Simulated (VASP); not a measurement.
Write the native input for VASP 6.6.1 that does the following.

```yaml
Task: relaxation of cell and atoms
Functional: PBE
Potentials_or_basis: VASP PAW PBE potentials, release 64 (Pb_d, Te)
Cutoff: 600 eV
k_mesh: 12 × 12 × 12
Occupations: fermi-dirac, width 0.05 eV
Spin: no spin polarisation
Target_pressure: 17 GPa
Dipole_correction: no
Further_INCAR_settings: ALGO = Normal; EDIFF = 1e-06; IBRION = 2; EDIFFG = -0.005; NSW = 60; ISIF = 3
```

The structure of TePb (CsCl type) lies in POSCAR:

```
TePb
1.0
    3.7526225770      0.0000000000      0.0000000000
    0.0000000000      3.7526225770      0.0000000000
    0.0000000000      0.0000000000      3.7526225770
Pb Te
1 1
Direct
    0.0000000000      0.0000000000      0.0000000000
    0.5000000000      0.5000000000      0.5000000000
```

The input as run:

INCAR

```
SYSTEM = TePb
PREC     = Accurate       ! precision mode
ENCUT    = 600            ! plane-wave cutoff, eV
EDIFF    = 1E-6           ! SCF threshold, eV
ISMEAR   = -1             ! smearing method
SIGMA    = 0.05           ! smearing width, eV
LREAL    = .False.        ! projectors in reciprocal space
LASPH    = .True.         ! aspherical terms in the spheres
NELM     = 60             ! most SCF steps
ALGO     = Normal         ! electronic algorithm
ISIF     = 3              ! what is computed and relaxed
LWAVE    = .False.        ! write WAVECAR
LCHARG   = .False.        ! write CHGCAR
GGA      = PE             ! functional
IBRION   = 2              ! ionic algorithm
NSW      = 60             ! ionic steps
EDIFFG   = -0.005         ! ionic threshold
PSTRESS  = 170.0
```

KPOINTS

```
Automatic mesh
0
Gamma
  12 12 12
  0 0 0
```

Potentials or basis: VASP PAW PBE potentials, release 64 (Pb_d, Te).

Command:

```bash
$ cat potpaw_PBE.64/Pb_d/POTCAR potpaw_PBE.64/Te/POTCAR > POTCAR
$ mpirun -np 1 vasp_std > vasp.out
```

Results of the run:

```
Relaxed volume                                         : 25.01 Å³/atom
Relaxed cell                                           : a = 3.684 Å, b = 3.684 Å, c = 3.684 Å, α = 90.00°, β = 90.00°, γ = 90.00°
Space group after relaxing (to 0.05 Å)                 : Pm-3m (No. 221)
Energy change on relaxing (the enthalpy is what falls) : +125.3 meV/atom
Ionic steps                                            : 4
Pressure after relaxing                                : 17.0 GPa
Band gap on the k mesh                                 : zero (band 10 reaches 10.14 eV, above the bottom of band 11 at 7.69 eV)
```

Caveat: the cell is relaxed towards a set pressure, so the enthalpy falls and the energy may rise; spin-orbit coupling is left out, which moves the levels of the heavy elements.

Wall time 88 s on 1 thread of Intel(R) Xeon(R) 6975P-C (Granite Rapids), with other jobs on the host, peak memory 0.23 GiB.
